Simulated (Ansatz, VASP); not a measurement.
## Two plane-wave programs on Ge

```
Ge
1.0
     4.21575    0.00000    0.00000
    -2.10788    3.65095    0.00000
     0.00000    0.00000    3.23356
Ge
2
Direct
  0.33333 0.66667 0.00000
  0.66667 0.33333 0.00000
```

Alike in both runs: functional PBE; dispersion D3(BJ); k mesh 6 × 6 × 4; occupations gaussian, width 0.1 eV; no spin polarisation.

Ansatz relaxed the structure, and its values are those at the end. VASP's run is a single point on that final structure, the one shown.

|  | VASP | Ansatz |
| --- | --- | --- |
| version | VASP 6.6.1 | Ansatz 0.2.0 |
| potentials or method | VASP PAW PBE potentials, release 64 (Ge_d), cutoff 520 eV | scalar-relativistic, plane waves, PAW |
| valence electrons in the cell | 28 | 28 |

VASP gave:

| Quantity | Value |
| --- | --- |
| gap on the k mesh at the Fermi level (eV) | none |
| pressure (GPa) | -0.1 |

Problem. Which values does Ansatz return?

Solution. gap on the k mesh at the Fermi level (eV): none; pressure (GPa): 0.0.

A gap of «none» marks a metal or a gap that the smearing closes.

The k mesh is coarse, so the values compare programs but aren't converged.
